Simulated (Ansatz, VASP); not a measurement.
**Al3Si2N3: VASP beside Ansatz**

```xyz
8
Lattice="3.2366 0.0000 0.0000 -1.6183 2.8029 0.0000 0.0000 0.0000 11.1214" Properties=species:S:1:pos:R:3 pbc="T T T"
Al    0.0000    1.8686    5.7081
Al    0.0000    1.8686   10.6879
Al    1.6183    0.9343    8.1979
Si    0.0000    1.8686    2.0648
Si    1.6183    0.9343    3.3110
N     1.6183    0.9343    5.1518
N     1.6183    0.9343   10.0990
N     0.0000    1.8686    7.6064
```

Alike in both runs: task single point; functional r2SCAN; k mesh 12 × 12 × 4; occupations gaussian, width 0.1 eV; no spin polarisation.

```csv
,VASP,Ansatz
version,VASP 6.6.1,Ansatz 0.2.0
potentials or method,"VASP PAW PBE potentials, release 64 (Al, Si, N), cutoff 520 eV","scalar-relativistic, plane waves, PAW"
valence electrons in the cell,32,32
```

Ansatz gave:

| Item | Value |
| --- | --- |
| gap on the k mesh at the Fermi level (eV) | none |
| pressure (GPa) | -3.3 |
| traceless stress, the component that is largest in VASP (GPa) | -0.51 |
| rms of the force components (eV/Å) | 0.077 |

Question: What did VASP give for the same quantities?

Answer: gap on the k mesh at the Fermi level (eV): none; pressure (GPa): -3.6; traceless stress, the component that is largest in VASP (GPa): -0.54; rms of the force components (eV/Å): 0.082.

VASP's potentials were made for PBE, not for r2SCAN. Atom by atom the forces differ by 0.008 eV/Å (rms over components). A gap of «none» marks a metal or a gap that the smearing closes. With one functional, cell and mesh, what is left measures potentials, basis and numerics.
